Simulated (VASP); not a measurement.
Here is a VASP 6.6.1 calculation.

The input INCAR:

```
SYSTEM = CsGd2
ALGO = Normal
EDIFF = 1E-7
ENCUT = 520
GGA = PE
ISIF = 2
ISMEAR = 0
ISPIN = 2
LASPH = .TRUE.
LCHARG = .FALSE.
LMAXMIX = 6
LORBIT = 11
LREAL = .FALSE.
LWAVE = .FALSE.
MAGMOM = 0 7 7
NBANDS = 34
NELM = 150
PREC = Accurate
SIGMA = 0.1
```

File KPOINTS:

```
k-points
0
G
  4 4 4
  0 0 0
```

POSCAR

```
CsGd2
1.0
    0.0000000000      3.9926546581      3.9926546581
    3.9926546581      0.0000000000      3.9926546581
    3.9926546581      3.9926546581      0.0000000000
Cs Gd
1 2
Direct
    0.5000000000      0.5000000000      0.5000000000
    0.2500000000      0.2500000000      0.2500000000
    0.7500000000      0.7500000000      0.7500000000
```

Potentials or basis: VASP PAW PBE potentials, release 64 (Cs_sv, Gd).

Run with:

```sh
$ cat potpaw_PBE.64/Cs_sv/POTCAR potpaw_PBE.64/Gd/POTCAR > POTCAR
$ mpirun -np 1 vasp_std > vasp.out
```

(1) Estimate the pressure.

(2) What does it give for the net moment?

Results:

(1) 0.2 GPa.

(2) 14.65 μB per cell.
